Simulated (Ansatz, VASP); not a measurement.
# One calculation of HfC, two programs

INCAR

```
SYSTEM = HfC
ALGO     = Normal         ! electronic algorithm
EDIFF    = 1E-8           ! SCF threshold, eV
ENCUT    = 520            ! plane-wave cutoff, eV
GGA      = PE             ! functional
ISIF     = 2              ! what is computed and relaxed
ISMEAR   = -1             ! smearing method
LASPH    = .True.         ! aspherical terms in the spheres
LCHARG   = .False.        ! write CHGCAR
LEFG     = .True.       
LREAL    = .False.        ! projectors in reciprocal space
LWAVE    = .False.        ! write WAVECAR
NBANDS   = 14             ! bands
NELM     = 80             ! most SCF steps
PREC     = Accurate       ! precision mode
SIGMA    = 0.05           ! smearing width, eV
```

Contents of KPOINTS:

```
k-points
0
Gamma
  15 15 15
  0 0 0
```

The input POSCAR:

```
HfC
1.0
    0.0000000000      2.3403977997      2.3403977997
    2.3403977997      0.0000000000      2.3403977997
    2.3403977997      2.3403977997      0.0000000000
Hf C
1 1
Direct
    0.5000000000      0.5000000000      0.5000000000
    0.0000000000      0.0000000000      0.0000000000
```

Input for Ansatz:

```yaml
crystal:
  lattice:
    - [0.0, 2.3403977997, 2.3403977997]
    - [2.3403977997, 0.0, 2.3403977997]
    - [2.3403977997, 2.3403977997, 0.0]
  atoms:
    - { symbol: Hf, position: [0.5, 0.5, 0.5] }
    - { symbol: C, position: [0.0, 0.0, 0.0] }
kpoints:
  mp_grid: { grid: [15, 15, 15] }
scf:
  occupations: { method: fermi_dirac, width: 0.05 }
hamiltonian:
  xc: pbe
  pseudopotentials: { kind: paw }
output:
  forces: true
  stress: true
  eigenvalues: true
  efg: { contact_densities: true }
```

Change from the starting cell: volume scaled by 1.02, PAW files.

Alike in both runs: task electric field gradients; functional PBE; k mesh 15 × 15 × 15; occupations fermi-dirac, width 0.05 eV; no spin polarisation.

```csv
,VASP,Ansatz
version,VASP 6.6.1,Ansatz 0.2.0
potentials or method,"VASP PAW PBE potentials, release 64 (Hf_pv, C)","PAW with Ansatz's default frozen-core files, scalar-relativistic"
plane-wave cutoff (eV),520,420
valence electrons in the cell,14,30
```

```csv
,VASP,Ansatz,Ansatz less VASP
pressure (GPa),-5.0,-4.3,+0.71
```

VASP's potentials hold 14 valence electrons a cell and Ansatz's 30, so a difference there can come from the potentials and not from the codes.

Neither program's run includes spin-orbit coupling.
